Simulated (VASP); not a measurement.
A run of VASP 6.6.1 is set up as follows.

Contents of INCAR:

```
SYSTEM = Ti
ALGO = Fast
EDIFF = 1E-7
ENCUT = 520
GGA = PE
ISIF = 2
ISMEAR = 0
LASPH = .TRUE.
LCHARG = .FALSE.
LREAL = .FALSE.
LWAVE = .FALSE.
NBANDS = 12
NELM = 100
PREC = Accurate
SIGMA = 0.15
```

Contents of KPOINTS:

```
k-points
0
G
  22 22 22
  0 0 0
```

POSCAR

```
Ti
1.0
    0.0000000000      1.9103031386      2.2923637664
    1.9103031386      0.0000000000      2.2923637664
    1.9103031386      1.9103031386      0.0000000000
Ti
1
Direct
    0.0000000000      0.0000000000      0.0000000000
```

Potentials or basis: VASP PAW PBE potentials, release 64 (Ti_sv).

The run is started by

```sh
$ cat potpaw_PBE.64/Ti_sv/POTCAR > POTCAR
$ mpirun -np 1 vasp_std > vasp.out
```

Question: Predict the band gap on the k mesh.

Answer: Zero (band 6 reaches 9.15 eV, above the bottom of band 7 at 7.95 eV).

Question: Predict the pressure.

Answer: 3.5 GPa.

Stress tensor (GPa, compression positive):
```
 5.44  0.00  0.00
 0.00  5.44  0.00
 0.00  0.00 -0.51
```
